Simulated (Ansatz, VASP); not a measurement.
## Two plane-wave programs on AlN

```xyz
4
Lattice="3.3808 0.0000 0.0000 -1.6904 2.9279 0.0000 0.0000 0.0000 3.9342" Properties=species:S:1:pos:R:3 pbc="T T T"
Al    0.0000    1.9519    2.9506
Al    1.6904    0.9760    0.9836
N     0.0000    1.9519    0.9836
N     1.6904    0.9760    2.9506
```

Alike in both runs: task single point; functional PBEsol; k mesh 9 × 9 × 6; occupations gaussian, width 0.05 eV; no spin polarisation.

|  | VASP | Ansatz |
| --- | --- | --- |
| version | VASP 6.6.1 | Ansatz 0.2.0 |
| potentials or method | VASP PAW PBE potentials, release 64 (Al, N), cutoff 520 eV | scalar-relativistic, plane waves, PAW |
| valence electrons in the cell | 16 | 16 |

|  | VASP | Ansatz | Ansatz less VASP |
| --- | --- | --- | --- |
| gap on the k mesh at the Fermi level (eV) | 3.57 | 3.56 | -0.011 |
| least direct gap on the mesh (eV) | 3.57 | 3.56 | -0.011 |
| pressure (GPa) | 1.2 | 1.3 | +0.07 |
| traceless stress, the component that is largest in VASP (GPa) | 11.64 | 11.57 | -0.078 |

VASP's potentials were made for PBE, not for PBEsol. The functional is the same, so the differences come from potentials, cutoffs and numerics.
